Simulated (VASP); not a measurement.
Ge3Pd:

```
Pd Ge
1.0
     4.08604    0.00000    0.00000
     0.00000    4.08604    0.00000
     0.00000    0.00000    4.08604
Pd Ge
1 3
Cartesian
  0.0000 0.0000 0.0000
  2.0430 2.0430 0.0000
  2.0430 0.0000 2.0430
  0.0000 2.0430 2.0430
```

Base run:

```yaml
Program: VASP 6.6.1
Functional: PBE
Potentials_or_basis: VASP PAW PBE potentials, release 64 (Pd, Ge_d)
Cutoff: 520 eV
k_mesh: 7 × 7 × 7
Occupations: fermi-dirac, width 0.05 eV
Spin: no spin polarisation
```

Its results: band gap on the k mesh zero (bands 26 and 27 overlap by 1.66 eV); pressure 4.0 GPa.

Question: The run is repeated on the same cell with these changes: functional from PBE to PBEsol; further incar settings from ALGO = Normal; EDIFF = 1e-06; NBANDS = 34 to ALGO = Normal; EDIFF = 1e-07; NBANDS = 34. What comes out?

Answer: Band gap on the k mesh zero (bands 26 and 27 overlap by 1.66 eV); pressure -1.1 GPa.

Caveats: the cell stands under pressure (at least some runs); the PAW data sets were made with another functional, which shifts forces and pressure a little (at least some runs).
